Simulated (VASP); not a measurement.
Input of a VASP 6.6.1 run:

Contents of INCAR:

```
SYSTEM = Ba
PREC = Accurate ; ENCUT = 520
EDIFF = 1E-6 ; ISMEAR = 0
SIGMA = 0.15 ; LREAL = .FALSE.
LASPH = .TRUE. ; NELM = 100
ALGO = Normal ; ISIF = 2
LWAVE = .FALSE. ; LCHARG = .FALSE.
GGA = PE ; NBANDS = 17
```

File KPOINTS:

```
Automatic mesh
0
G
  9 9 12
  0 0 0
```

POSCAR

```
Ba
1.0
    7.5557524394      0.0000000000      0.0000000000
   -3.7778762197      6.5434735572      0.0000000000
    0.0000000000      0.0000000000      3.5966420660
Ba
2
Direct
    0.3333333333      0.6666666667      0.5000000000
    0.6666666667      0.3333333333      0.5000000000
```

Potentials or basis: VASP PAW PBE potentials, release 64 (Ba_sv).

Command:

```sh
$ cat potpaw_PBE.64/Ba_sv/POTCAR > POTCAR
$ mpirun -np 1 vasp_std > vasp.out
```

Predict the pressure.

0.5 GPa.

What does it give for the band gap on the k mesh?

Zero (band 10 reaches 1.01 eV, above the bottom of band 11 at 0.23 eV).

Stress tensor (GPa, compression positive):
```
-0.68  0.00  0.00
 0.00 -0.68  0.00
 0.00  0.00  2.74
```

Caveat: the cell differs from its parent crystal (strain +0.080 along x and y, -0.080 along z); spin-orbit coupling is left out, which moves the levels of the heavy elements.
